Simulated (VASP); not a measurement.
# NaCl (P6_3/mmc) in VASP: settings compared

Aim: see how the results for NaCl move with the level of theory and the settings. Levels: PBE, LDA, PBEsol. Tasks: single point.

All numbers are computed with VASP 6.6.1; they aren't measurements. Logs are shortened: lines on timing, memory, paths and dates and some standing lists are left out, and cuts for length are marked.

## 1. The cell of the first run

It takes space group P6_3/mmc (No. 194, hexagonal). The conventional cell has a = 3.892 Å, b = 3.892 Å, c = 6.737 Å, α = 90.00°, β = 90.00°, γ = 120.00°. Na (site symmetry -3m) has 6 Cl at 2.81 Å and 2 Na at 3.37 Å within 3.7 Å. Within 3.7 Å of Cl (site symmetry -6m2) lie 6 Na at 2.81 Å.

## 2. Single point, PBE

Contents of INCAR:

```
ALGO = Normal
EDIFF = 1E-6
ENCUT = 520
GGA = PE
ISIF = 2
ISMEAR = 0
LASPH = T
LCHARG = T
LELF = T
LREAL = F
LVHAR = T
LWAVE = F
NBANDS = 22
NELM = 80
PREC = Accurate
SIGMA = 0.01
```

Contents of KPOINTS:

```
k-points
0
Gamma
  6 6 2
```

Contents of POSCAR:

```
NaCl
1.0
    3.8922714912      0.0000000000      0.0000000000
   -1.9461357456      3.3708059898      0.0000000000
    0.0000000000      0.0000000000      6.7368163433
Na Cl
2 2
Direct
    0.0000000000      0.0000000000      0.0000000000
    0.0000000000      0.0000000000      0.5000000000
    0.3333333333      0.6666666667      0.2500000000
    0.6666666667      0.3333333333      0.7500000000
```

Potentials or basis: VASP PAW PBE potentials, release 64 (Na_pv, Cl).

The run is started by

```
cat potpaw_PBE.64/Na_pv/POTCAR potpaw_PBE.64/Cl/POTCAR > POTCAR
mpirun -np 1 vasp_std > vasp.out
```

OUTCAR:

```text
EDIFF = 1E-6
   ENCUT = 520
   GGA = PE
   ISIF = 2
   ISMEAR = 0
   LASPH = T
   LREAL = F
   NELM = 80
   PREC = Accurate

 ion  position               nearest neighbor table
   1  0.000  0.000  0.000-
   2  0.000  0.000  0.500-
   3  0.333  0.667  0.250-
   4  0.667  0.333  0.750-

  LATTYP: Found a hexagonal cell.
 ALAT       =     3.8922714912
 C/A-ratio  =     1.7308187156

  Lattice vectors:

 A1 = (   3.8922714912,   0.0000000000,   0.0000000000)
 A2 = (  -1.9461357456,   3.3708059898,   0.0000000000)
 A3 = (   0.0000000000,   0.0000000000,   6.7368163433)

Analysis of symmetry for initial positions (statically):
=====================================================================
 Subroutine PRICEL returns:
 Original cell was already a primitive cell.

 Routine SETGRP: Setting up the symmetry group for a
 hexagonal supercell.

 Subroutine GETGRP returns: Found 24 space group operations
 (whereof 12 operations were pure point group operations)
 out of a pool of 24 trial point group operations.

The static configuration has the point symmetry D_3d.
 The point group associated with its full space group is D_6h.

Analysis of symmetry for dynamics (positions and initial velocities):
=====================================================================
 Subroutine PRICEL returns:
 Original cell was already a primitive cell.

 Routine SETGRP: Setting up the symmetry group for a
 hexagonal supercell.

 Subroutine GETGRP returns: Found 24 space group operations
 (whereof 12 operations were pure point group operations)
 out of a pool of 24 trial point group operations.

The dynamic configuration has the point symmetry D_3d.
 The point group associated with its full space group is D_6h.

 Subroutine INISYM returns: Found 24 space group operations
 (whereof 12 operations are pure point group operations),
 and found     1 'primitive' translations

----------------------------------------------------------------------------------------

                                     Primitive cell

  volume of cell :      88.3877

  direct lattice vectors                    reciprocal lattice vectors
     3.892271491  0.000000000  0.000000000     0.256919386  0.148332476  0.000000000
    -1.946135746  3.370805990  0.000000000     0.000000000  0.296664953  0.000000000
     0.000000000  0.000000000  6.736816343     0.000000000  0.000000000  0.148438068

  length of vectors
     3.892271491  3.892271491  6.736816343     0.296664953  0.296664953  0.148438068

  position of ions in fractional coordinates (direct lattice)
     0.000000000  0.000000000  0.000000000
     0.000000000  0.000000000  0.500000000
     0.333333333  0.666666667  0.250000000
     0.666666667  0.333333333  0.750000000

  ion indices of the primitive-cell ions
   primitive index   ion index
                 1           1
                 2           2
                 3           3
                 4           4

----------------------------------------------------------------------------------------

 KPOINTS: k-points

Automatic generation of k-mesh.
 Grid dimensions read from file:
 generate k-points for:    6    6    2

 Generating k-lattice:

  Cartesian coordinates                     Fractional coordinates (reciprocal lattice)
     0.042819898  0.024722079  0.000000000     0.166666667 -0.000000000  0.000000000
     0.000000000  0.049444159  0.000000000     0.000000000  0.166666667  0.000000000
     0.000000000  0.000000000  0.074219034     0.000000000  0.000000000  0.500000000

  Length of vectors
     0.049444159  0.049444159  0.074219034

  Shift w.r.t. Gamma in fractional coordinates (k-lattice)
     0.000000000  0.000000000  0.000000000

 Subroutine IBZKPT returns following result:
 ===========================================

 Found     14 irreducible k-points:

 Following reciprocal coordinates:
            Coordinates               Weight
  0.000000  0.000000  0.000000      1.000000
  0.166667  0.000000  0.000000      6.000000
  0.333333  0.000000  0.000000      6.000000
  0.500000  0.000000  0.000000      3.000000
  0.166667  0.166667  0.000000      6.000000
  0.333333  0.166667  0.000000     12.000000
  0.333333  0.333333  0.000000      2.000000
  0.000000  0.000000  0.500000      1.000000
  0.166667  0.000000  0.500000      6.000000
  0.333333  0.000000  0.500000      6.000000
  0.500000  0.000000  0.500000      3.000000
  0.166667  0.166667  0.500000      6.000000
  0.333333  0.166667  0.500000     12.000000
  0.333333  0.333333  0.500000      2.000000
   k-points           NKPTS =     14   k-points in BZ     NKDIM =     14   number of bands    NBANDS=     22
   number of dos      NEDOS =    301   number of ions     NIONS =      4
   total plane-waves  NPLWV =  45000
   dimension x,y,z NGX =    30 NGY =   30 NGZ =   50
   dimension x,y,z NGXF=    60 NGYF=   60 NGZF=  100
   ions per type =               2   2
   NGX,Y,Z   is equivalent  to a cutoff of  12.81, 12.81, 12.34 a.u.
   NGXF,Y,Z  is equivalent  to a cutoff of  25.63, 25.63, 24.68 a.u.
 SYSTEM =  unknown system
   PREC   = accura    normal or accurate (medium, high low for compatibility)
   ISTART =      0    job   : 0-new  1-cont  2-samecut
   ICHARG =      2    charge: 1-file 2-atom 10-const
   ISPIN  =      1    spin polarized calculation?
   LNONCOLLINEAR =      F non collinear calculations
   LSORBIT =      F    spin-orbit coupling
   LASPH  =      T    aspherical Exc in radial PAW
   ENCUT  =  520.0 eV  38.22 Ry    6.18 a.u.   7.24  7.24 12.53*2*pi/ulx,y,z
   NELM   =     80;   NELMIN=  2; NELMDL= -5     # of ELM steps
   EDIFF  = 0.1E-05   stopping-criterion for ELM
   LREAL  =      F    real-space projection
   EDIFFG = 0.1E-04   stopping-criterion for IOM
   NSW    =      0    number of steps for IOM
   IBRION =     -1    ionic relax: 0-MD 1-quasi-New 2-CG
   NFREE  =      0    steps in history (QN), initial steepest desc. (CG)
   ISIF   =      2    stress and relaxation
   ISYM   =      2    0-nonsym 1-usesym 2-fastsym
   POTIM  = 0.5000    time-step for ionic-motion
   TEBEG  =    0.0;   TEEND  =   0.0 temperature during run
   PSTRESS=    0.0 pullay stress
   NELECT =      28.0000    total number of electrons
   NUPDOWN=      -1.0000    fix difference up-down
   EMIN   =  10.00;   EMAX   =-10.00  energy-range for DOS
   EFERMI =   0.00;   METHOD = LEGACY
   ISMEAR =     0;   SIGMA  =   0.01  broadening in eV -4-tet -1-fermi 0-gaus
   EFERMI_NEDOS =   21; number of points for ismear=-14 and -15
   IALGO  =     38    algorithm
   IMIX   =      4    mixing-type and parameters
     AMIX     =   0.40;   BMIX     =  1.00
     AMIX_MAG =   1.60;   BMIX_MAG =  1.00
  volume/ion in A,a.u.               =      22.10       149.12
  Fermi-wavevector in a.u.,A,eV,Ry     =   1.115999  2.108932 16.945415  1.245453
  Thomas-Fermi vector in A             =   2.252608
   LORBIT       =      0    0 simple, 1 ext, 2 COOP (PROOUT), +10 PAW based schemes
   GGA     = PE    functional components
   LHFCALC =     F    Hartree Fock is set to
   AEXX    =    0.0000 exact exchange contribution
   IVDW    =     0    specifies the selected vdW correction
   LEPSILON=     F    determine dielectric tensor
   LRPA    =     F    only Hartree local field effects (RPA)
 non-spin polarized calculation
 Gauss-broadening in eV      SIGMA  =   0.01
  energy-cutoff  :      520.00
  volume of cell :       88.39
 maximum number of plane-waves:      2419
 NGX is ok and might be reduce to    30
   NGX = 15   NGY = 15   NGZ = 25

 number of electron      27.9999995 magnetization

 Free energy of the ion-electron system (eV)
  ---------------------------------------------------
  ext. energy  EPLUGINS =         0.00000000
  ---------------------------------------------------
  free energy    TOTEN  =       -13.43780775 eV

  energy without entropy =      -13.43780775  energy(sigma->0) =      -13.43780775

 E-fermi :  -0.4769     XC(G=0):  -8.2245

 val. band max:       -0.5634820611   @ k =   0.0000   0.0000   0.0000
 cond. band min:       4.5081246130   @ k =   0.0000   0.0000   0.0000
 fundamental gap:      5.0716066741
 Fermi energy:        -0.4768763189

 k-point     1 :       0.0000    0.0000    0.0000
  band No.  band energies     occupation
      1     -21.5618      2.00000
      2     -21.5075      2.00000
      3     -21.5075      2.00000
      4     -21.5009      2.00000
      5     -21.5009      2.00000
      6     -21.4958      2.00000
[... 14 lines left out ...]
     21      11.1543      0.00000
     22      11.1543      0.00000

 k-point     2 :       0.1667    0.0000    0.0000
  band No.  band energies     occupation
      1     -21.5588      2.00000
      2     -21.5147      2.00000
      3     -21.5089      2.00000
      4     -21.5060      2.00000
      5     -21.5021      2.00000
      6     -21.4951      2.00000
[... 14 lines left out ...]
     21      11.1630      0.00000
     22      11.3839      0.00000

 k-point     3 :       0.3333    0.0000    0.0000
  band No.  band energies     occupation
      1     -21.5530      2.00000
      2     -21.5288      2.00000
      3     -21.5162      2.00000
      4     -21.5116      2.00000
      5     -21.5044      2.00000
      6     -21.4936      2.00000
[... 14 lines left out ...]
     21      10.7484      0.00000
     22      12.6214      0.00000

 k-point     4 :       0.5000    0.0000    0.0000
  band No.  band energies     occupation
      1     -21.5504      2.00000
      2     -21.5356      2.00000
      3     -21.5212      2.00000
      4     -21.5129      2.00000
      5     -21.5056      2.00000
      6     -21.4929      2.00000
[... 14 lines left out ...]
     21      10.5143      0.00000
     22      14.0196      0.00000

 k-point     5 :       0.1667    0.1667    0.0000
  band No.  band energies     occupation
      1     -21.5544      2.00000
      2     -21.5240      2.00000
      3     -21.5127      2.00000
      4     -21.5123      2.00000
      5     -21.5048      2.00000
      6     -21.4940      2.00000
[... 14 lines left out ...]
     21      10.7350      0.00000
     22      11.7025      0.00000

 k-point     6 :       0.3333    0.1667    0.0000
  band No.  band energies     occupation
      1     -21.5501      2.00000
      2     -21.5320      2.00000
      3     -21.5186      2.00000
      4     -21.5168      2.00000
      5     -21.5082      2.00000
      6     -21.4929      2.00000
[... 14 lines left out ...]
     21      10.2781      0.00000
     22      12.9188      0.00000

 k-point     7 :       0.3333    0.3333    0.0000
  band No.  band energies     occupation
      1     -21.5484      2.00000
      2     -21.5266      2.00000
      3     -21.5266      2.00000
      4     -21.5149      2.00000
      5     -21.5149      2.00000
      6     -21.4926      2.00000
[... 14 lines left out ...]
     21      10.5804      0.00000
     22      12.9779      0.00000

 k-point     8 :       0.0000    0.0000    0.5000
  band No.  band energies     occupation
      1     -21.5290      2.00000
      2     -21.5290      2.00000
      3     -21.5042      2.00000
      4     -21.5042      2.00000
      5     -21.5042      2.00000
      6     -21.5042      2.00000
[... 14 lines left out ...]
     21      10.7542      0.00000
     22      10.7542      0.00000

 k-point     9 :       0.1667    0.0000    0.5000
  band No.  band energies     occupation
      1     -21.5274      2.00000
      2     -21.5274      2.00000
      3     -21.5101      2.00000
      4     -21.5101      2.00000
      5     -21.5055      2.00000
      6     -21.5055      2.00000
[... 14 lines left out ...]
     21      11.2232      0.00000
     22      11.2232      0.00000

 k-point    10 :       0.3333    0.0000    0.5000
  band No.  band energies     occupation
      1     -21.5254      2.00000
      2     -21.5254      2.00000
      3     -21.5205      2.00000
      4     -21.5205      2.00000
      5     -21.5080      2.00000
      6     -21.5080      2.00000
[... 14 lines left out ...]
     21      11.7328      0.00000
     22      11.7328      0.00000

 k-point    11 :       0.5000    0.0000    0.5000
  band No.  band energies     occupation
      1     -21.5290      2.00000
      2     -21.5290      2.00000
      3     -21.5212      2.00000
      4     -21.5212      2.00000
      5     -21.5092      2.00000
      6     -21.5092      2.00000
[... 14 lines left out ...]
     21      11.7069      0.00000
     22      11.7069      0.00000

 k-point    12 :       0.1667    0.1667    0.5000
  band No.  band energies     occupation
      1     -21.5252      2.00000
      2     -21.5252      2.00000
      3     -21.5175      2.00000
      4     -21.5175      2.00000
      5     -21.5085      2.00000
      6     -21.5085      2.00000
[... 14 lines left out ...]
     21      11.3164      0.00000
     22      11.3164      0.00000

 k-point    13 :       0.3333    0.1667    0.5000
  band No.  band energies     occupation
      1     -21.5260      2.00000
      2     -21.5260      2.00000
      3     -21.5210      2.00000
      4     -21.5210      2.00000
      5     -21.5124      2.00000
      6     -21.5124      2.00000
[... 14 lines left out ...]
     21      11.0967      0.00000
     22      11.0967      0.00000

 k-point    14 :       0.3333    0.3333    0.5000
  band No.  band energies     occupation
      1     -21.5224      2.00000
      2     -21.5224      2.00000
      3     -21.5206      2.00000
      4     -21.5206      2.00000
      5     -21.5192      2.00000
      6     -21.5192      2.00000
[... 14 lines left out ...]
     21      10.9003      0.00000
     22      10.9003      0.00000

------------------------ aborting loop because EDIFF is reached ----------------------------------------

  FORCE on cell =-STRESS in cart. coord.  units (eV):
  Direction    XX          YY          ZZ          XY          YZ          ZX
  --------------------------------------------------------------------------------------
  -------------------------------------------------------------------------------------
  Total        0.6681393      0.6681393      0.7078364      0.0000000     -0.0000000      0.0000000
  in kB       12.1111683     12.1111683     12.8307458      0.0000000     -0.0000000      0.0000000
  external PRESSURE =      12.3510275 kB  Pullay stress =       0.0000000 kB

 VOLUME and BASIS-vectors are now :
 -----------------------------------------------------------------------------
  energy-cutoff  :      520.00
  volume of cell :       88.39
      direct lattice vectors                 reciprocal lattice vectors
     3.892271491  0.000000000  0.000000000     0.256919386  0.148332476  0.000000000
    -1.946135746  3.370805990  0.000000000     0.000000000  0.296664953  0.000000000
     0.000000000  0.000000000  6.736816343     0.000000000  0.000000000  0.148438068

 POSITION                                       TOTAL-FORCE (eV/Angst)
 -----------------------------------------------------------------------------------
      0.00000      0.00000      0.00000         0.000000      0.000000      0.000000
      0.00000      0.00000      3.36841         0.000000      0.000000      0.000000
     -0.00000      2.24720      1.68420        -0.000000      0.000000     -0.000000
      1.94614      1.12360      5.05261         0.000000     -0.000000      0.000000
 -----------------------------------------------------------------------------------
    total drift:                               -0.000000      0.000000     -0.000000

  FREE ENERGIE OF THE ION-ELECTRON SYSTEM (eV)
  ---------------------------------------------------
  free  energy   TOTEN  =       -13.4378077483 eV

  energy  without entropy=      -13.4378077483  energy(sigma->0) =      -13.43780775
```

Run time: 11 s. Hardware: 1 thread of AMD EPYC 9R45 (Zen 5), shared host; peak memory 0.16 GiB.

What came out:

```
Free energy            : -13.4378 eV
Pressure               : 1.2 GPa
Band gap on the k mesh : 5.07 eV
```

Levels at points of the mesh, in eV from the valence-band top:
| k point | band 10 | band 11 | band 12 | band 13 | band 14 | band 15 | band 16 | band 17 | band 18 | band 19 |
| --- | --- | --- | --- | --- | --- | --- | --- | --- | --- | --- |
| (0.00, 0.00, 0.00) | -0.23 | -0.22 | -0.22 | 0.00 | 0.00 | 5.07 | 7.37 | 10.22 | 10.27 | 11.48 |
| (0.50, 0.00, 0.00) | -1.52 | -1.11 | -0.65 | -0.58 | -0.32 | 7.69 | 7.97 | 8.23 | 9.95 | 10.15 |
| (0.00, 0.00, 0.50) | -1.29 | -0.11 | -0.11 | -0.11 | -0.11 | 6.54 | 6.54 | 9.76 | 9.76 | 11.32 |
| (0.50, 0.00, 0.50) | -1.89 | -0.66 | -0.66 | -0.45 | -0.45 | 7.50 | 7.50 | 8.96 | 8.96 | 10.93 |

Caveat: the k points lie up to 0.47 Å⁻¹ apart.

## 3. Single point, LDA

This run uses another cell than the first one, of 20.46 Å³/atom.

Contents of INCAR:

```
SYSTEM = NaCl
PREC = Accurate ; ENCUT = 520
EDIFF = 1E-6 ; ISMEAR = -1
SIGMA = 0.02 ; LREAL = .FALSE.
LASPH = .TRUE. ; NELM = 80
ALGO = Normal ; ISIF = 2
LWAVE = .FALSE. ; LCHARG = .TRUE.
LELF = .TRUE. ; LVHAR = .TRUE.
NBANDS = 22
```

Contents of KPOINTS:

```
regular mesh
0
G
  6 6 4
  0 0 0
```

Contents of POSCAR:

```
NaCl
1.0
    3.7901911974      0.0000000000      0.0000000000
   -1.8950955987      3.2824018622      0.0000000000
    0.0000000000      0.0000000000      6.5782390606
Na Cl
2 2
Direct
    0.0000000000      0.0000000000      0.0000000000
    0.0000000000      0.0000000000      0.5000000000
    0.3333333333      0.6666666667      0.2500000000
    0.6666666667      0.3333333333      0.7500000000
```

Potentials or basis: VASP PAW LDA potentials, release 64 (Na_pv, Cl).

The run is started by

```
cat potpaw_LDA.64/Na_pv/POTCAR potpaw_LDA.64/Cl/POTCAR > POTCAR
mpirun -np 1 vasp_std > vasp.out
```

It took 13 s on 1 thread of AMD EPYC 9R45 (Zen 5), shared host; peak memory 0.14 GiB.

The run converged. Its results:

| Item | Value |
| --- | --- |
| Free energy | -14.6763 eV |
| Pressure | 0.0 GPa |
| Band gap on the k mesh | 4.96 eV |

Levels at points of the mesh, in eV from the valence-band top:
| k point | band 12 | band 13 | band 14 | band 15 | band 16 | band 17 |
| --- | --- | --- | --- | --- | --- | --- |
| (0.00, 0.00, 0.00) | -0.26 | 0.00 | 0.00 | 4.96 | 7.14 | 9.92 |
| (0.50, 0.00, 0.00) | -0.79 | -0.68 | -0.39 | 7.48 | 7.65 | 8.05 |
| (0.00, 0.00, 0.50) | -0.14 | -0.14 | -0.14 | 6.51 | 6.51 | 9.60 |
| (0.50, 0.00, 0.50) | -0.78 | -0.54 | -0.54 | 7.30 | 7.30 | 8.62 |

[end of part 1 of 2]
